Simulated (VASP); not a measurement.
# MnOsC4N4 (P-43m) in VASP: a series of runs, part 2 of 2

VASP 6.6.1. Earlier steps stand in the parts before.

**3. Single point, PBE, collinear spin, ferromagnetic start**

The input, INCAR:

```
SYSTEM = MnOsC4N4
  PREC = Accurate
  ENCUT = 520
  EDIFF = 1E-7
  ISMEAR = 0
  SIGMA = 0.1
  LREAL = .False.
  LASPH = .True.
  NELM = 150
  ALGO = Normal
  ISIF = 2
  LWAVE = .False.
  LCHARG = .False.
  ISPIN = 2
  MAGMOM = 4 1 0 0 0 0 0 0 0 0
  LORBIT = 11
  LMAXMIX = 4
  GGA = PE
  NBANDS = 44
```

The input, KPOINTS:

```
regular mesh
0
Gamma
  4 4 4
  0 0 0
```

The input, POSCAR:

```
MnOsC4N4
1.0
    5.6416775397      0.0000000000      0.0000000000
    0.0000000000      5.6416775397      0.0000000000
    0.0000000000      0.0000000000      5.6416775397
Mn Os C N
1 1 4 4
Direct
    0.0000000000      0.0000000000      0.0000000000
    0.5000000000      0.5000000000      0.5000000000
    0.1842658473      0.1842658473      0.1842658473
    0.1842658473      0.8157341527      0.8157341527
    0.8157341527      0.1842658473      0.8157341527
    0.8157341527      0.8157341527      0.1842658473
    0.3084909477      0.3084909477      0.3084909477
    0.3084909477      0.6915090523      0.6915090523
    0.6915090523      0.3084909477      0.6915090523
    0.6915090523      0.6915090523      0.3084909477
```

Potentials or basis: VASP PAW PBE potentials, release 64 (Mn_pv, Os, C, N).

Launch:

```
$ cat potpaw_PBE.64/Mn_pv/POTCAR potpaw_PBE.64/Os/POTCAR potpaw_PBE.64/C/POTCAR potpaw_PBE.64/N/POTCAR > POTCAR
$ mpirun -np 1 vasp_std > vasp.out
```

OUTCAR:

```text
SYSTEM = MnOsC4N4
   PREC = Accurate
   ENCUT = 520
   EDIFF = 1E-7
   ISMEAR = 0
   LREAL = .False.
   LASPH = .True.
   NELM = 150
   ISIF = 2
   ISPIN = 2
   LORBIT = 11
   GGA = PE

 ion  position               nearest neighbor table
   1  0.000  0.000  0.000-   3 1.80   4 1.80   5 1.80   6 1.80
   2  0.500  0.500  0.500-   7 1.87   8 1.87   9 1.87  10 1.87
   3  0.184  0.184  0.184-   7 1.21   1 1.80
   4  0.184  0.816  0.816-   8 1.21   1 1.80
   5  0.816  0.184  0.816-   9 1.21   1 1.80
   6  0.816  0.816  0.184-  10 1.21   1 1.80
   7  0.308  0.308  0.308-   3 1.21   2 1.87
   8  0.308  0.692  0.692-   4 1.21   2 1.87
   9  0.692  0.308  0.692-   5 1.21   2 1.87
  10  0.692  0.692  0.308-   6 1.21   2 1.87

  LATTYP: Found a simple cubic cell.
 ALAT       =     5.6416775397

  Lattice vectors:

 A1 = (   5.6416775397,   0.0000000000,   0.0000000000)
 A2 = (   0.0000000000,   5.6416775397,   0.0000000000)
 A3 = (   0.0000000000,   0.0000000000,   5.6416775397)

Analysis of symmetry for initial positions (statically):
=====================================================================
 Subroutine PRICEL returns:
 Original cell was already a primitive cell.

 Routine SETGRP: Setting up the symmetry group for a
 simple cubic supercell.

 Subroutine GETGRP returns: Found 24 space group operations
 (whereof 24 operations were pure point group operations)
 out of a pool of 48 trial point group operations.

The static configuration has the point symmetry T_d .

Analysis of symmetry for dynamics (positions and initial velocities):
=====================================================================
 Subroutine PRICEL returns:
 Original cell was already a primitive cell.

 Routine SETGRP: Setting up the symmetry group for a
 simple cubic supercell.

[... 613 lines left out ...]
      2     -47.7005      1.00000
      3     -47.7005      1.00000
      4     -18.1047      1.00000
      5     -17.8634      1.00000
      6     -17.8634      1.00000
[... 419 lines left out ...]
     39       5.6103      0.00000
     40       5.7952      0.00000
 [bands above 40 left out]

------------------------ aborting loop because EDIFF is reached ----------------------------------------

  FORCE on cell =-STRESS in cart. coord.  units (eV):
  Direction    XX          YY          ZZ          XY          YZ          ZX
  --------------------------------------------------------------------------------------
  -------------------------------------------------------------------------------------
  Total        0.4100160      0.4100160      0.4100160     -0.0000000     -0.0000000     -0.0000000
  in kB        3.6583616      3.6583616      3.6583616     -0.0000000     -0.0000000     -0.0000000
  external PRESSURE =       3.6583616 kB  Pullay stress =       0.0000000 kB

 VOLUME and BASIS-vectors are now :
 -----------------------------------------------------------------------------
  energy-cutoff  :      520.00
  volume of cell :      179.57
      direct lattice vectors                 reciprocal lattice vectors
     5.641677540  0.000000000  0.000000000     0.177252243  0.000000000  0.000000000
     0.000000000  5.641677540  0.000000000     0.000000000  0.177252243  0.000000000
     0.000000000  0.000000000  5.641677540     0.000000000  0.000000000  0.177252243

 POSITION                                       TOTAL-FORCE (eV/Angst)
 -----------------------------------------------------------------------------------
      0.00000      0.00000      0.00000        -0.000000     -0.000000     -0.000000
      2.82084      2.82084      2.82084         0.000000     -0.000000     -0.000000
      1.03957      1.03957      1.03957        -0.033950     -0.033950     -0.033950
      1.03957      4.60211      4.60211        -0.033950      0.033950      0.033950
      4.60211      1.03957      4.60211         0.033950     -0.033950      0.033950
      4.60211      4.60211      1.03957         0.033950      0.033950     -0.033950
      1.74041      1.74041      1.74041        -0.088648     -0.088648     -0.088648
      1.74041      3.90127      3.90127        -0.088648      0.088648      0.088648
      3.90127      1.74041      3.90127         0.088648     -0.088648      0.088648
      3.90127      3.90127      1.74041         0.088648      0.088648     -0.088648
 -----------------------------------------------------------------------------------
    total drift:                                0.000000      0.000000     -0.000000

  FREE ENERGIE OF THE ION-ELECTRON SYSTEM (eV)
  ---------------------------------------------------
  free  energy   TOTEN  =       -83.7965817507 eV

  energy  without entropy=      -83.7593756333  energy(sigma->0) =      -83.77797869

 total charge

# of ion       s       p       d       tot
------------------------------------------
    1        0.464   6.569   5.286  12.319
    2        0.664   0.941   6.084   7.689
    3        0.945   1.588   0.000   2.533
    4        0.945   1.588   0.000   2.533
    5        0.945   1.588   0.000   2.533
    6        0.945   1.588   0.000   2.533
    7        1.272   2.613   0.000   3.885
    8        1.272   2.613   0.000   3.885
    9        1.272   2.613   0.000   3.885
   10        1.272   2.613   0.000   3.885
--------------------------------------------------
tot          9.997  24.311  11.370  45.679

 magnetization (x)

# of ion       s       p       d       tot
------------------------------------------
    1        0.000   0.000   0.000   0.000
    2        0.000   0.000   0.000   0.000
    3       -0.000  -0.000   0.000  -0.000
    4       -0.000  -0.000   0.000  -0.000
    5       -0.000  -0.000   0.000  -0.000
    6       -0.000  -0.000   0.000  -0.000
    7        0.000   0.000   0.000   0.000
    8        0.000   0.000   0.000   0.000
    9        0.000   0.000   0.000   0.000
   10        0.000   0.000   0.000   0.000
--------------------------------------------------
tot          0.000   0.000   0.000   0.000
```

stdout:

```text
POSCAR found type information on POSCAR MnOsC N
 POSCAR found :  4 types and      10 ions
 scaLAPACK will be used
 LDA part: xc-table for (Slater+PW92), standard interpolation
 POSCAR, INCAR and KPOINTS ok, starting setup
 FFT: planning ... GRIDC
 FFT: planning ... GRID_SOFT
 FFT: planning ... GRID
 WAVECAR not read
 entering main loop
```

Wall time 5.8 min (1 thread of Intel Xeon Platinum 8488C (Sapphire Rapids), shared host); peak memory 0.4 GiB.

Results:

- Free energy: -83.7966 eV
- Pressure: 0.4 GPa
- Largest force: 0.154 eV/Å
- Net moment: 0.00 μB per cell
- Valence electrons inside the program's atomic spheres: Mn 12.32; Os 7.69; C 2.53; N 3.88

Forces on the atoms (eV/Å):
```
Mn   0.000  0.000  0.000
Os   0.000  0.000  0.000
C   -0.034 -0.034 -0.034
C   -0.034  0.034  0.034
C    0.034 -0.034  0.034
C    0.034  0.034 -0.034
N   -0.089 -0.089 -0.089
N   -0.089  0.089  0.089
N    0.089 -0.089  0.089
N    0.089  0.089 -0.089
```

Levels at points of the mesh, in eV from the Fermi level:
Spin up:
| k point | band 26 | band 27 | band 28 | band 29 | band 30 | band 31 |
| --- | --- | --- | --- | --- | --- | --- |
| (0.00, 0.00, 0.00) | -0.66 | -0.66 | -0.66 | 0.14 | 0.14 | 1.22 |
| (0.50, 0.00, 0.00) | -1.14 | -0.93 | -0.51 | -0.51 | 1.06 | 1.10 |
| (0.50, 0.50, 0.00) | -1.06 | -0.96 | -0.26 | -0.26 | 1.08 | 1.08 |
| (0.50, 0.50, 0.50) | -0.29 | -0.29 | -0.29 | 0.24 | 0.24 | 1.13 |
Spin down:
| k point | band 24 | band 25 | band 26 | band 27 | band 28 | band 29 | band 30 | band 31 | band 32 | band 33 |
| --- | --- | --- | --- | --- | --- | --- | --- | --- | --- | --- |
| (0.00, 0.00, 0.00) | -2.47 | -2.47 | -0.66 | -0.66 | -0.66 | 0.14 | 0.14 | 1.22 | 1.22 | 1.22 |
| (0.50, 0.00, 0.00) | -2.01 | -1.54 | -1.14 | -0.93 | -0.51 | -0.51 | 1.06 | 1.10 | 1.37 | 1.37 |
| (0.50, 0.50, 0.00) | -1.84 | -1.55 | -1.06 | -0.96 | -0.26 | -0.26 | 1.08 | 1.08 | 1.16 | 1.16 |
| (0.50, 0.50, 0.50) | -2.36 | -2.36 | -0.29 | -0.29 | -0.29 | 0.24 | 0.24 | 1.13 | 1.13 | 1.13 |

Caveat: the moments typed at the start vanished in this run; spin-orbit coupling is left out, which moves the levels of the heavy elements.

**4. Single point, PBE, collinear spin, ferromagnetic start**

This run uses another cell than the first one, of 20.34 Å³/atom.

The input, INCAR:

```
SYSTEM = MnOsC4N4
PREC     = Accurate       ! precision mode
ENCUT    = 520            ! plane-wave cutoff, eV
EDIFF    = 1E-7           ! SCF threshold, eV
ISMEAR   = 0              ! smearing method
SIGMA    = 0.1            ! smearing width, eV
LREAL    = .False.        ! projectors in reciprocal space
LASPH    = .True.         ! aspherical terms in the spheres
NELM     = 150            ! most SCF steps
ALGO     = Normal         ! electronic algorithm
ISIF     = 2              ! what is computed and relaxed
LWAVE    = .False.        ! write WAVECAR
LCHARG   = .False.        ! write CHGCAR
ISPIN    = 2              ! spin polarisation
MAGMOM   = 4 1 0 0 0 0 0 0 0 0 ! initial moments
LORBIT   = 11             ! projections on sites
LMAXMIX  = 4              ! l up to which the mixer works
GGA      = PE             ! functional
NBANDS   = 44             ! bands
```

KPOINTS is that of step 3.

The input, POSCAR:

```
MnOsC4N4
1.0
    5.8808898400      0.0000000000      0.0000000000
    0.0000000000      5.8808898400      0.0000000000
    0.0000000000      0.0000000000      5.8808898400
Mn Os C N
1 1 4 4
Direct
    0.0000000000      0.0000000000      0.0000000000
    0.5000000000      0.5000000000      0.5000000000
    0.1902611400      0.1902611400      0.1902611400
    0.1902611400      0.8097388600      0.8097388600
    0.8097388600      0.1902611400      0.8097388600
    0.8097388600      0.8097388600      0.1902611400
    0.3051246800      0.3051246800      0.3051246800
    0.3051246800      0.6948753200      0.6948753200
    0.6948753200      0.3051246800      0.6948753200
    0.6948753200      0.6948753200      0.3051246800
```

Launch:

```
$ cat potpaw_PBE.64/Mn_pv/POTCAR potpaw_PBE.64/Os/POTCAR potpaw_PBE.64/C/POTCAR potpaw_PBE.64/N/POTCAR > POTCAR
$ mpirun -np 1 vasp_std > vasp.out
```

Run time: 15 min. Hardware: 1 thread of Intel Xeon Platinum 8488C (Sapphire Rapids), shared host; peak memory 0.51 GiB.

It converged, with:

| Property | Result |
| --- | --- |
| Free energy | -82.7598 eV |
| Pressure | -3.0 GPa |
| Largest force | 4.202 eV/Å |
| Net moment | 0.00 μB per cell |
| Valence electrons inside the program's atomic spheres | Mn 11.84; Os 7.14; C 2.58; N 3.90 |

Forces in eV/Å, atoms in the order of the input:
```
Mn   0.000  0.000  0.000
Os   0.000  0.000  0.000
C   -2.409 -2.409 -2.409
C   -2.409  2.409  2.409
C    2.409 -2.409  2.409
C    2.409  2.409 -2.409
N    2.426  2.426  2.426
N    2.426 -2.426 -2.426
N   -2.426  2.426 -2.426
N   -2.426 -2.426  2.426
```

Levels at points of the mesh, in eV from the Fermi level:
Spin up:
| k point | band 25 | band 26 | band 27 | band 28 | band 29 | band 30 | band 31 | band 32 | band 33 | band 34 |
| --- | --- | --- | --- | --- | --- | --- | --- | --- | --- | --- |
| (0.00, 0.00, 0.00) | -1.89 | -0.37 | -0.37 | -0.37 | -0.07 | -0.07 | 0.82 | 0.82 | 0.82 | 4.48 |
| (0.50, 0.00, 0.00) | -1.11 | -1.10 | -0.71 | -0.32 | -0.32 | 0.68 | 0.69 | 1.04 | 1.04 | 4.28 |
| (0.50, 0.50, 0.00) | -1.10 | -1.10 | -0.72 | -0.11 | -0.11 | 0.69 | 0.75 | 0.85 | 0.85 | 4.31 |
| (0.50, 0.50, 0.50) | -1.84 | -0.07 | -0.07 | -0.07 | -0.04 | -0.04 | 0.74 | 0.74 | 0.74 | 4.64 |
Spin down:
| k point | band 27 | band 28 | band 29 | band 30 | band 31 | band 32 |
| --- | --- | --- | --- | --- | --- | --- |
| (0.00, 0.00, 0.00) | -0.37 | -0.37 | -0.07 | -0.07 | 0.82 | 0.82 |
| (0.50, 0.00, 0.00) | -0.71 | -0.32 | -0.32 | 0.68 | 0.69 | 1.04 |
| (0.50, 0.50, 0.00) | -0.73 | -0.11 | -0.11 | 0.69 | 0.75 | 0.85 |
| (0.50, 0.50, 0.50) | -0.07 | -0.07 | -0.04 | -0.04 | 0.74 | 0.74 |

Caveat: the moments typed at the start vanished in this run; spin-orbit coupling is left out, which moves the levels of the heavy elements; forces of over 1 eV/Å act on the atoms, so gaps and moduli don't describe the material at rest. With open d or f shells a metallic result of PBE can be an artefact of self-interaction; +U or a hybrid may open a gap.
